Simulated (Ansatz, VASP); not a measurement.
Al3InAs4: VASP beside Ansatz

```
Al In As
1.0
     4.12693    0.00000    0.00000
     0.00000    4.12969    5.83855
     0.00000   -4.12969    5.83855
Al In As
3 1 4
Direct
  0.00000 0.00005 0.00005
  0.50000 0.50055 0.99920
  0.50000 0.99920 0.50055
  0.00000 0.50070 0.50070
  0.00000 0.89112 0.36972
  0.50000 0.36359 0.36359
  0.00000 0.36972 0.89112
  0.50000 0.87506 0.87506
```

Alike in both runs: task single point; functional PBE; k mesh 4 × 4 × 4; occupations gaussian, width 0.1 eV; no spin polarisation.

|  | VASP | Ansatz |
| --- | --- | --- |
| version | VASP 6.6.1 | Ansatz 0.2.0 |
| potentials or method | VASP PAW PBE potentials, release 64 (Al, In_d, As), cutoff 520 eV | scalar-relativistic, plane waves, PAW |
| valence electrons in the cell | 42 | 82 |

Ansatz gave:

| Property | Result |
| --- | --- |
| gap on the k mesh at the Fermi level (eV) | 0.97 |
| least direct gap on the mesh (eV) | 0.97 |
| pressure (GPa) | 0.0 |
| traceless stress, the component that is largest in VASP (GPa) | 0.35 |
| rms of the force components (eV/Å) | 0.006 |

Question: What did VASP give for the same quantities?

Answer: gap on the k mesh at the Fermi level (eV): 0.97; least direct gap on the mesh (eV): 0.97; pressure (GPa): 0.1; traceless stress, the component that is largest in VASP (GPa): 0.35; rms of the force components (eV/Å): 0.005.

Atom by atom the forces differ by 0.002 eV/Å (rms over components). VASP's potentials hold 42 valence electrons a cell and Ansatz's 82, so a difference there can come from the potentials and not from the codes.
